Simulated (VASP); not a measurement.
KI:

```xyz
2
Lattice="4.2038 0.0000 0.0000 0.0000 4.2909 0.0000 0.0000 0.0000 4.2909" Properties=species:S:1:pos:R:3 pbc="T T T"
K     0.0000    0.0000    0.0000
I     2.1019    2.1455    2.1455
```

This cell differs from its parent crystal: uniaxial x strain -2.0%.

Program: VASP 6.6.1. Alike in all runs: task single point; potentials or basis VASP PAW PBE potentials, release 64 (K_sv, I); no spin polarisation; cell as given.

**Question.** Order these runs on this cell by their band gap on the k mesh, lowest first.
A. level r2SCAN; k mesh 6 × 6 × 6; cutoff (eV) 550; smearing gaussian 0.01 eV
B. level HSE06; k mesh 4 × 4 × 4; cutoff (eV) 400; smearing gaussian 0.01 eV; grid for exact exchange (PRECFOCK) Normal; screening parameter 0.2079 1/Å
C. level PBE; k mesh 6 × 6 × 6; cutoff (eV) 500; smearing fermi-dirac 0.02 eV

**Answer.** C (3.30 eV), A (4.01 eV), B (4.27 eV).

Caveats: spin-orbit coupling is left out, which moves the levels of the heavy elements.

A k mesh can miss the band edges.
